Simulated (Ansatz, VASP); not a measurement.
**Two plane-wave programs on Si**

```
CELL_PARAMETERS angstrom
3.84753 0.00000 0.00000
-1.92376 3.33205 0.00000
0.00000 0.00000 18.44160
ATOMIC_POSITIONS crystal
Si 0.33333 0.66667 0.26954
Si 0.66667 0.33333 0.24401
Si 0.66667 0.33333 0.54993
Si 0.33333 0.66667 0.52440
```

Alike in both runs: task single point; functional PBE; dispersion D3(BJ); k mesh 9 × 9 × 1; occupations gaussian, width 0.1 eV; no spin polarisation.

|  | VASP | Ansatz |
| --- | --- | --- |
| version | VASP 6.6.1 | Ansatz 0.2.0 |
| potentials or method | VASP PAW PBE potentials, release 64 (Si), cutoff 520 eV | scalar-relativistic, plane waves, PAW |
| valence electrons in the cell | 16 | 16 |

VASP gave:

- gap on the k mesh at the Fermi level (eV): 0.16
- least direct gap on the mesh (eV): 0.16
- rms of the force components (eV/Å): 0.035

Question: What did Ansatz give for the same quantities?

Answer: gap on the k mesh at the Fermi level (eV): 0.16; least direct gap on the mesh (eV): 0.16; rms of the force components (eV/Å): 0.036.

Atom by atom the forces differ by 0.003 eV/Å (rms over components).
